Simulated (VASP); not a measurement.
# WSe2 in VASP: a series of runs

WSe2 is run at these levels: PBE+D3(BJ); tasks: single point.

Program: VASP 6.6.1. These are calculated values, not measurements. Logs are shortened: lines on timing, memory, paths and dates and some standing lists are left out, and cuts for length are marked.

## 1. The cell of the first run

The cell holds a slab with vacuum, 3 atoms: a = 3.279 Å, b = 3.279 Å, c = 32.737 Å, α = 90.00°, β = 90.00°, γ = 120.00°.

## 2. Single point, PBE+D3(BJ)

Input file INCAR:

```
SYSTEM = WSe2
PREC     = Accurate       ! precision mode
ENCUT    = 520            ! plane-wave cutoff, eV
EDIFF    = 1E-6           ! SCF threshold, eV
ISMEAR   = 0              ! smearing method
SIGMA    = 0.02           ! smearing width, eV
LREAL    = .False.        ! projectors in reciprocal space
LASPH    = .True.         ! aspherical terms in the spheres
NELM     = 100            ! most SCF steps
ALGO     = Normal         ! electronic algorithm
ISIF     = 2              ! what is computed and relaxed
LWAVE    = .False.        ! write WAVECAR
LCHARG   = .True.         ! write CHGCAR
LDIPOL   = .True.       
IDIPOL   = 3            
DIPOL    = 0.5 0.5 0.500
GGA      = PE             ! functional
IVDW     = 12             ! dispersion correction
LELF     = .True.         ! ELF
LVHAR    = .True.       
LVACPOTAV= .True.       
NBANDS   = 20             ! bands
```

Input file KPOINTS:

```
Automatic mesh
0
Gamma
  9 9 1
  0 0 0
```

Input file POSCAR:

```
WSe2
1.0
    3.2790216120      0.0000000000      0.0000000000
   -1.6395108060      2.8397160156      0.0000000000
    0.0000000000      0.0000000000     32.7373830789
Se W
2 1
Direct
    0.3333333333      0.6666666667      0.4485497736
    0.3333333333      0.6666666667      0.5514502264
    0.6666666667      0.3333333333      0.5000000000
```

Potentials or basis: VASP PAW PBE potentials, release 64 (Se, W_sv).

Launch:

```
cat potpaw_PBE.64/Se/POTCAR potpaw_PBE.64/W_sv/POTCAR > POTCAR
mpirun -np 1 vasp_std > vasp.out
```

OUTCAR:

```text
SYSTEM = WSe2
   PREC = Accurate
   ENCUT = 520
   EDIFF = 1E-6
   ISMEAR = 0
   LREAL = .False.
   LASPH = .True.
   NELM = 100
   ISIF = 2
   GGA = PE
   IVDW = 12
 IVDW          = 12

 ion  position               nearest neighbor table
   1  0.333  0.667  0.449-   3 2.53   3 2.53   3 2.53
   2  0.333  0.667  0.551-   3 2.53   3 2.53   3 2.53
   3  0.667  0.333  0.500-   1 2.53   2 2.53   1 2.53   2 2.53   1 2.53   2 2.53

  LATTYP: Found a hexagonal cell.
 ALAT       =     3.2790216120
 C/A-ratio  =     9.9838875594

  Lattice vectors:

 A1 = (   3.2790216120,   0.0000000000,   0.0000000000)
 A2 = (  -1.6395108060,   2.8397160156,   0.0000000000)
 A3 = (   0.0000000000,   0.0000000000,  32.7373830789)

Analysis of symmetry for initial positions (statically):
=====================================================================
 Subroutine PRICEL returns:
 Original cell was already a primitive cell.

 Routine SETGRP: Setting up the symmetry group for a
 hexagonal supercell.

 Subroutine GETGRP returns: Found 12 space group operations
 (whereof 12 operations were pure point group operations)
 out of a pool of 24 trial point group operations.

The static configuration has the point symmetry D_3h.

Analysis of symmetry for dynamics (positions and initial velocities):
=====================================================================
 Subroutine PRICEL returns:
 Original cell was already a primitive cell.

 Routine SETGRP: Setting up the symmetry group for a
 hexagonal supercell.

 Subroutine GETGRP returns: Found 12 space group operations
 (whereof 12 operations were pure point group operations)
 out of a pool of 24 trial point group operations.

The dynamic configuration has the point symmetry D_3h.

 Subroutine INISYM returns: Found 12 space group operations
 (whereof 12 operations are pure point group operations),
 and found     1 'primitive' translations

----------------------------------------------------------------------------------------

                                     Primitive cell

  volume of cell :     304.8338

  direct lattice vectors                    reciprocal lattice vectors
     3.279021612  0.000000000  0.000000000     0.304969018  0.176073944  0.000000000
    -1.639510806  2.839716016  0.000000000     0.000000000  0.352147889  0.000000000
     0.000000000  0.000000000 32.737383079     0.000000000  0.000000000  0.030546119

  length of vectors
     3.279021612  3.279021612 32.737383079     0.352147889  0.352147889  0.030546119

  position of ions in fractional coordinates (direct lattice)
     0.333333333  0.666666667  0.448549774
     0.333333333  0.666666667  0.551450226
     0.666666667  0.333333333  0.500000000

  ion indices of the primitive-cell ions
   primitive index   ion index
                 1           1
                 2           2
                 3           3

----------------------------------------------------------------------------------------

 KPOINTS: Automatic mesh

Automatic generation of k-mesh.
 Grid dimensions read from file:
 generate k-points for:    9    9    1

 Generating k-lattice:

  Cartesian coordinates                     Fractional coordinates (reciprocal lattice)
     0.033885446  0.019563772  0.000000000     0.111111111  0.000000000  0.000000000
     0.000000000  0.039127543  0.000000000     0.000000000  0.111111111  0.000000000
     0.000000000  0.000000000  0.030546119     0.000000000  0.000000000  1.000000000

  Length of vectors
     0.039127543  0.039127543  0.030546119

  Shift w.r.t. Gamma in fractional coordinates (k-lattice)
     0.000000000  0.000000000  0.000000000

 Subroutine IBZKPT returns following result:
 ===========================================

 Found     12 irreducible k-points:

 Following reciprocal coordinates:
            Coordinates               Weight
  0.000000  0.000000  0.000000      1.000000
  0.111111  0.000000  0.000000      6.000000
  0.222222 -0.000000  0.000000      6.000000
  0.333333  0.000000  0.000000      6.000000
  0.444444 -0.000000  0.000000      6.000000
  0.111111  0.111111  0.000000      6.000000
  0.222222  0.111111  0.000000     12.000000
  0.333333  0.111111  0.000000     12.000000
  0.444444  0.111111  0.000000      6.000000
  0.222222  0.222222  0.000000      6.000000
  0.333333  0.222222  0.000000     12.000000
  0.333333  0.333333  0.000000      2.000000
   k-points           NKPTS =     12   k-points in BZ     NKDIM =     12   number of bands    NBANDS=     20
   number of dos      NEDOS =    301   number of ions     NIONS =      3
   total plane-waves  NPLWV = 144000
   dimension x,y,z NGX =    24 NGY =   24 NGZ =  250
   dimension x,y,z NGXF=    48 NGYF=   48 NGZF=  500
   ions per type =               2   1
   NGX,Y,Z   is equivalent  to a cutoff of  12.17, 12.17, 12.70 a.u.
   NGXF,Y,Z  is equivalent  to a cutoff of  24.34, 24.34, 25.39 a.u.
 SYSTEM =  WSe2
[... 95 lines left out ...]
      2     -41.1187      2.00000
      3     -41.0981      2.00000
      4     -41.0219      2.00000
      5     -16.9907      2.00000
      6     -16.0879      2.00000
[... 12 lines left out ...]
     19       2.7475      0.00000
     20       3.1642      0.00000

 k-point     4 :       0.3333    0.0000    0.0000
  band No.  band energies     occupation
      1     -76.8790      2.00000
      2     -41.1781      2.00000
      3     -41.1031      2.00000
      4     -41.0410      2.00000
      5     -16.2955      2.00000
      6     -15.7451      2.00000
[... 12 lines left out ...]
     19       3.7003      0.00000
     20       3.7024      0.00000

 k-point     5 :       0.4444   -0.0000    0.0000
  band No.  band energies     occupation
      1     -76.8767      2.00000
      2     -41.2296      2.00000
      3     -41.0929      2.00000
      4     -41.0534      2.00000
      5     -15.7379      2.00000
      6     -15.4851      2.00000
[... 12 lines left out ...]
     19       4.0811      0.00000
     20       4.1649      0.00000

 k-point     6 :       0.1111    0.1111    0.0000
  band No.  band energies     occupation
      1     -76.8836      2.00000
      2     -41.1228      2.00000
      3     -41.0742      2.00000
      4     -41.0193      2.00000
      5     -17.1548      2.00000
      6     -16.1704      2.00000
[... 12 lines left out ...]
     19       2.5364      0.00000
     20       2.9420      0.00000

 k-point     7 :       0.2222    0.1111    0.0000
  band No.  band energies     occupation
      1     -76.8802      2.00000
      2     -41.1439      2.00000
      3     -41.1082      2.00000
      4     -41.0431      2.00000
      5     -16.5422      2.00000
      6     -15.8627      2.00000
[... 12 lines left out ...]
     19       3.3957      0.00000
     20       3.8506      0.00000

 k-point     8 :       0.3333    0.1111    0.0000
  band No.  band energies     occupation
      1     -76.8772      2.00000
      2     -41.2042      2.00000
      3     -41.0953      2.00000
      4     -41.0642      2.00000
      5     -15.8909      2.00000
      6     -15.5471      2.00000
[... 12 lines left out ...]
     19       4.0945      0.00000
     20       4.3920      0.00000

 k-point     9 :       0.4444    0.1111    0.0000
  band No.  band energies     occupation
      1     -76.8760      2.00000
      2     -41.2278      2.00000
      3     -41.0902      2.00000
      4     -41.0726      2.00000
      5     -15.5870      2.00000
      6     -15.4067      2.00000
[... 12 lines left out ...]
     19       4.7412      0.00000
     20       5.1044      0.00000

 k-point    10 :       0.2222    0.2222    0.0000
  band No.  band energies     occupation
      1     -76.8774      2.00000
      2     -41.1827      2.00000
      3     -41.0962      2.00000
      4     -41.0802      2.00000
      5     -15.9550      2.00000
      6     -15.5699      2.00000
[... 12 lines left out ...]
     19       4.1558      0.00000
     20       4.3632      0.00000

 k-point    11 :       0.3333    0.2222    0.0000
  band No.  band energies     occupation
      1     -76.8756      2.00000
      2     -41.2013      2.00000
      3     -41.1110      2.00000
      4     -41.0884      2.00000
      5     -15.5069      2.00000
      6     -15.3503      2.00000
[... 12 lines left out ...]
     19       4.5777      0.00000
     20       5.3325      0.00000

 k-point    12 :       0.3333    0.3333    0.0000
  band No.  band energies     occupation
      1     -76.8750      2.00000
      2     -41.1768      2.00000
      3     -41.1529      2.00000
      4     -41.0857      2.00000
      5     -15.3481      2.00000
      6     -15.2653      2.00000
[... 12 lines left out ...]
     19       3.6410      0.00000
     20       5.7881      0.00000

------------------------ aborting loop because EDIFF is reached ----------------------------------------

 vacuum level on the upper side and lower side of the slab       (xc-potential included)        -0.096        -0.096

 Edisp (eV)   -1.01586

 E8    (eV) :    -0.4826

  FORCE on cell =-STRESS in cart. coord.  units (eV):
  Direction    XX          YY          ZZ          XY          YZ          ZX
  --------------------------------------------------------------------------------------
  -------------------------------------------------------------------------------------
  Total       0.33314     0.33314     0.31287     0.00000    -0.00000    -0.00000
  in kB       1.75097     1.75097     1.64444     0.00000    -0.00000    -0.00000
  external pressure =        1.72 kB  Pullay stress =        0.00 kB

 VOLUME and BASIS-vectors are now :
 -----------------------------------------------------------------------------
  energy-cutoff  :      520.00
  volume of cell :      304.83
      direct lattice vectors                 reciprocal lattice vectors
     3.279021612  0.000000000  0.000000000     0.304969018  0.176073944  0.000000000
    -1.639510806  2.839716016  0.000000000     0.000000000  0.352147889  0.000000000
     0.000000000  0.000000000 32.737383079     0.000000000  0.000000000  0.030546119

 POSITION                                       TOTAL-FORCE (eV/Angst)
 -----------------------------------------------------------------------------------
     -0.00000      1.89314     14.68435         0.000000      0.000000     -0.096458
     -0.00000      1.89314     18.05304         0.000000     -0.000000      0.096458
      1.63951      0.94657     16.36869        -0.000000      0.000000      0.000000
 -----------------------------------------------------------------------------------
    total drift:                               -0.000000      0.000000      0.000000

  FREE ENERGIE OF THE ION-ELECTRON SYSTEM (eV)
  ---------------------------------------------------
  free  energy   TOTEN  =       -22.6220718640 eV

  energy  without entropy=      -22.6220718640  energy(sigma->0) =      -22.62207186

 vacuum level on the upper side and lower side of the slab         2.199         2.199
```

It took 97 s on 1 thread of Intel Xeon Platinum 8259CL at 2.50GHz (Skylake/Cascade Lake), shared host; peak memory 0.41 GiB.

What came out:

* Free energy: -22.6221 eV
* Largest force: 0.096 eV/Å
* Band gap on the k mesh: 1.69 eV, direct
* Dispersion energy per atom: -0.339 eV
* Ionisation potential of the upper face: 5.06 eV

Forces on the atoms (eV/Å):
```
Se   0.000  0.000 -0.096
Se   0.000  0.000  0.096
W    0.000  0.000  0.000
```

Levels at points of the mesh, in eV from the valence-band top:
| k point | band 9 | band 10 | band 11 | band 12 | band 13 | band 14 | band 15 | band 16 | band 17 | band 18 |
| --- | --- | --- | --- | --- | --- | --- | --- | --- | --- | --- |
| (0.00, 0.00, 0.00) | -2.30 | -2.28 | -1.16 | -1.16 | -0.44 | 3.01 | 3.01 | 3.17 | 3.17 | 4.28 |

Caveat: spin-orbit coupling is left out, which moves the levels of the heavy elements.

## 3. Single point, PBE+D3(BJ)

This run uses another cell than the first one, of 102.01 Å³/atom, 1.004 times its volume.

Input file INCAR:

```
SYSTEM = WSe2
PREC = Accurate
ENCUT = 520
EDIFF = 1E-6
ISMEAR = 0
SIGMA = 0.02
LREAL = .False.
LASPH = .True.
NELM = 80
ALGO = Normal
ISIF = 2
LWAVE = .False.
LCHARG = .True.
LDIPOL = .True.
IDIPOL = 3
DIPOL = 0.5 0.5 0.500
GGA = PE
IVDW = 12
LELF = .True.
LVHAR = .True.
LVACPOTAV = .True.
NBANDS = 20
```

KPOINTS is that of step 2.

Input file POSCAR:

```
WSe2
1.0
    3.2854926884      0.0000000000      0.0000000000
   -1.6427463442      2.8453201321      0.0000000000
    0.0000000000      0.0000000000     32.7373830789
Se W
2 1
Direct
    0.3333333333      0.6666666667      0.4485401242
    0.3333333333      0.6666666667      0.5514598758
    0.6666666667      0.3333333333      0.5000000000
```

Potentials or basis: VASP PAW PBE potentials, release 64 (Se, W_sv).

Launch:

```
cat potpaw_PBE.64/Se/POTCAR potpaw_PBE.64/W_sv/POTCAR > POTCAR
mpirun -np 1 vasp_std > vasp.out
```

Run time: 1.7 min. Hardware: 1 thread of Intel Xeon Platinum 8259CL at 2.50GHz (Skylake/Cascade Lake), shared host; peak memory 0.42 GiB.

Results (log left out):

```yaml
Free_energy: -22.6230 eV
Largest_force: 0.048 eV/Å
Band_gap_on_the_k_mesh: 1.67 eV, direct
Dispersion_energy_per_atom: -0.337 eV
Ionisation_potential_of_the_upper_face: 5.06 eV
```

Forces in eV/Å, atoms in the order of the input:
```
Se   0.000  0.000 -0.048
Se   0.000  0.000  0.048
W    0.000  0.000  0.000
```

Levels at points of the mesh, in eV from the valence-band top:
```
           k point  band 11  band 12  band 13  band 14  band 15  band 16
(0.00, 0.00, 0.00)    -1.17    -1.17    -0.42     2.99     2.99     3.15
```

Caveat: spin-orbit coupling is left out, which moves the levels of the heavy elements.

## 4. Single point, PBE+D3(BJ)

This run uses another cell than the first one, of 75.53 Å³/atom, 0.743 times its volume.

Input file INCAR:

```
ALGO = Normal
DIPOL = 0.5 0.5 0.255
EDIFF = 1E-6
ENCUT = 520
GGA = PE
IDIPOL = 3
ISIF = 2
ISMEAR = 0
IVDW = 12
LASPH = T
LCHARG = F
LDIPOL = T
LREAL = F
LWAVE = F
NBANDS = 20
NELM = 100
PREC = Accurate
SIGMA = 0.05
```

Input file KPOINTS:

```
k-points
0
Gamma
  9 9 1
```

Input file POSCAR:

```
WSe2
1.0
    3.2854926209      0.0000000000      0.0000000000
   -1.6427463104      2.8453200736      0.0000000000
    0.0000000000      0.0000000000     24.2386466044
Se W
2 1
Direct
    0.3333333333      0.6666666667      0.1856539300
    0.3333333333      0.6666666667      0.3246601772
    0.6666666667      0.3333333333      0.2551570536
```

Launch:

```
cat potpaw_PBE.64/Se/POTCAR potpaw_PBE.64/W_sv/POTCAR > POTCAR
mpirun -np 1 vasp_std > vasp.out
```

Run time: 1.8 min. Hardware: 1 thread of AMD EPYC 7R43 (Zen 3), shared host; peak memory 0.28 GiB.

The run converged. Its results:

- Free energy: -22.6235 eV
- Largest force: 0.048 eV/Å
- Band gap on the k mesh: 1.67 eV, direct
- Dispersion energy per atom: -0.337 eV

Forces on the atoms (eV/Å):
```
Se   0.000  0.000 -0.048
Se   0.000  0.000  0.048
W    0.000  0.000  0.000
```

Levels at points of the mesh, in eV from the valence-band top:
```tsv
k point	band 9	band 10	band 11	band 12	band 13	band 14	band 15	band 16	band 17	band 18
(0.00, 0.00, 0.00)	-2.30	-2.26	-1.17	-1.17	-0.42	2.99	2.99	3.15	3.15	4.26
```

Caveat: spin-orbit coupling is left out, which moves the levels of the heavy elements.

## 5. Single point, PBE+D3(BJ)

Input file INCAR:

```
SYSTEM = WSe2
PREC     = Accurate       ! precision mode
ENCUT    = 520            ! plane-wave cutoff, eV
EDIFF    = 1E-6           ! SCF threshold, eV
ISMEAR   = 0              ! smearing method
SIGMA    = 0.02           ! smearing width, eV
LREAL    = .False.        ! projectors in reciprocal space
LASPH    = .True.         ! aspherical terms in the spheres
NELM     = 100            ! most SCF steps
ALGO     = Normal         ! electronic algorithm
ISIF     = 2              ! what is computed and relaxed
LWAVE    = .False.        ! write WAVECAR
LCHARG   = .True.         ! write CHGCAR
LDIPOL   = .True.       
IDIPOL   = 3            
DIPOL    = 0.5 0.5 0.500
GGA      = PE             ! functional
IVDW     = 12             ! dispersion correction
LELF     = .True.         ! ELF
LVHAR    = .True.       
LVACPOTAV= .True.       
NBANDS   = 20             ! bands
```

Input file KPOINTS:

```
Automatic mesh
0
Gamma
  9 9 1
  0 0 0
```

Input file POSCAR:

```
WSe2
1.0
    3.2790216244      0.0000000000      0.0000000000
   -1.6395108122      2.8397160263      0.0000000000
    0.0000000000      0.0000000000     32.7373830691
Se W
2 1
Direct
    0.3333333333      0.6666666667      0.4485497737
    0.3333333333      0.6666666667      0.5514502263
    0.6666666667      0.3333333333      0.5000000000
```

Launch:

```
cat potpaw_PBE.64/Se/POTCAR potpaw_PBE.64/W_sv/POTCAR > POTCAR
mpirun -np 1 vasp_std > vasp.out
```

It took 2.3 min on 1 thread of AMD EPYC 7R43 (Zen 3), shared host; peak memory 0.36 GiB.

Results (log left out):

```
Free energy                            : -22.6221 eV
Largest force                          : 0.096 eV/Å
Band gap on the k mesh                 : 1.69 eV, direct
Dispersion energy per atom             : -0.339 eV
Ionisation potential of the upper face : 5.06 eV
```

Forces on the atoms (eV/Å):
```
Se   0.000  0.000 -0.096
Se   0.000  0.000  0.096
W    0.000  0.000  0.000
```

Levels at points of the mesh, in eV from the valence-band top:
| k point | band 11 | band 12 | band 13 | band 14 | band 15 | band 16 |
| --- | --- | --- | --- | --- | --- | --- |
| (0.00, 0.00, 0.00) | -1.16 | -1.16 | -0.44 | 3.01 | 3.01 | 3.17 |

Caveat: spin-orbit coupling is left out, which moves the levels of the heavy elements.

## 6. Single point, PBE+D3(BJ)

This run uses another cell than the first one, of 102.01 Å³/atom, 1.004 times its volume.

Input file INCAR:

```
SYSTEM = WSe2
PREC = Accurate
ENCUT = 520
EDIFF = 1E-6
ISMEAR = 0
SIGMA = 0.02
LREAL = .False.
LASPH = .True.
NELM = 80
ALGO = Normal
ISIF = 2
LWAVE = .False.
LCHARG = .True.
LDIPOL = .True.
IDIPOL = 3
DIPOL = 0.5 0.5 0.500
GGA = PE
IVDW = 12
LELF = .True.
LVHAR = .True.
LVACPOTAV = .True.
NBANDS = 20
```

KPOINTS is that of step 5.

Input file POSCAR:

```
WSe2
1.0
    3.2854926209      0.0000000000      0.0000000000
   -1.6427463104      2.8453200736      0.0000000000
    0.0000000000      0.0000000000     32.7373830691
Se W
2 1
Direct
    0.3333333333      0.6666666667      0.4485401247
    0.3333333333      0.6666666667      0.5514598753
    0.6666666667      0.3333333333      0.5000000000
```

Potentials or basis: VASP PAW PBE potentials, release 64 (Se, W_sv).

Launch:

```
cat potpaw_PBE.64/Se/POTCAR potpaw_PBE.64/W_sv/POTCAR > POTCAR
mpirun -np 1 vasp_std > vasp.out
```

It took 3.8 min on 1 thread of AMD EPYC 7R43 (Zen 3), shared host; peak memory 0.36 GiB.

Results (log left out):

```
Free energy                            : -22.6230 eV
Largest force                          : 0.048 eV/Å
Band gap on the k mesh                 : 1.67 eV, direct
Dispersion energy per atom             : -0.337 eV
Ionisation potential of the upper face : 5.06 eV
```

Forces on the atoms (eV/Å):
```
Se   0.000  0.000 -0.048
Se   0.000  0.000  0.048
W    0.000  0.000  0.000
```

Levels at points of the mesh, in eV from the valence-band top:
```csv
k point,band 10,band 11,band 12,band 13,band 14,band 15,band 16,band 17
"(0.00, 0.00, 0.00)",-2.26,-1.17,-1.17,-0.42,2.99,2.99,3.15,3.15
```

Caveat: spin-orbit coupling is left out, which moves the levels of the heavy elements.

## 7. Summary

```csv
cell,smearing,gap on the mesh (eV),largest force (eV/Å)
"a = 3.279, b = 3.279, c = 32.737 Å, angles 90.0, 90.0, 120.0°, 3 atoms",gaussian 0.02 eV,1.69,0.10
"a = 3.285, b = 3.285, c = 32.737 Å, angles 90.0, 90.0, 120.0°, 3 atoms",gaussian 0.02 eV,1.67,0.05
"a = 3.285, b = 3.285, c = 24.239 Å, angles 90.0, 90.0, 120.0°, 3 atoms",gaussian 0.05 eV,1.67,0.05
```

Alike in all rows: task single point; level PBE+D3(BJ); potentials or basis VASP PAW PBE potentials, release 64 (Se, W_sv); no spin polarisation; k mesh 9 × 9 × 1; cutoff (eV) 520.

Caveats: spin-orbit coupling is left out, which moves the levels of the heavy elements.

Total energies depend on the potentials used, so only differences within one code and one set of settings carry meaning.
